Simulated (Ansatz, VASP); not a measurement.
Two plane-wave programs on W

```
W
1.0
    -1.58234    1.58234    1.58234
     1.58234   -1.58234    1.58234
     1.58234    1.58234   -1.58234
W
1
Cartesian
  0.0000 0.0000 0.0000
```

Alike in both runs: task single point; functional PBE; k mesh 16 × 16 × 16; occupations gaussian, width 0.05 eV; no spin polarisation.

|  | VASP | Ansatz |
| --- | --- | --- |
| version | VASP 6.6.1 | Ansatz 0.2.0 |
| potentials or method | VASP PAW PBE potentials, release 64 (W_sv), cutoff 520 eV | scalar-relativistic, plane waves, PAW |
| valence electrons in the cell | 14 | 14 |

|  | VASP | Ansatz | Ansatz less VASP |
| --- | --- | --- | --- |
| gap on the k mesh at the Fermi level (eV) | none | none | - |
| pressure (GPa) | 5.8 | 5.3 | -0.56 |

A gap of «none» marks a metal or a gap that the smearing closes. The functional is the same, so the differences come from potentials, cutoffs and numerics.

Spin-orbit coupling is off throughout.
